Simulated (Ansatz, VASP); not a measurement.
**Se: VASP beside Ansatz**

```xyz
3
Lattice="4.3662 0.0000 0.0000 -2.1831 3.7812 0.0000 0.0000 0.0000 4.9536" Properties=species:S:1:pos:R:3 pbc="T T T"
Se    1.6910    2.9289    0.0000
Se   -0.4921    0.8523    3.3024
Se    0.9841    0.0000    1.6512
```

Alike in both runs: task single point; functional LDA; k mesh 7 × 7 × 6; occupations fermi-dirac, width 0.05 eV; no spin polarisation.

|  | VASP | Ansatz |
| --- | --- | --- |
| version | VASP 6.6.1 | Ansatz 0.2.0 |
| potentials or method | VASP PAW LDA potentials, release 64 (Se), cutoff 520 eV | all-electron LAPW, scalar-relativistic |

Ansatz gave:

```
gap on the k mesh at the Fermi level (eV)                     : 1.10
least direct gap on the mesh (eV)                             : 1.41
pressure (GPa)                                                : -1.3
traceless stress, the component that is largest in VASP (GPa) : 0.88
rms of the force components (eV/Å)                            : 0.122
```

Estimate VASP's values.

gap on the k mesh at the Fermi level (eV): 1.09; least direct gap on the mesh (eV): 1.39; pressure (GPa): -1.1; traceless stress, the component that is largest in VASP (GPa): 0.97; rms of the force components (eV/Å): 0.152.

LDA's correlation is that of Perdew and Zunger in VASP and of Perdew and Wang (1992) in Ansatz. Atom by atom the forces differ by 0.030 eV/Å (rms over components). Ansatz ran all-electron here, and VASP with PAW potentials.
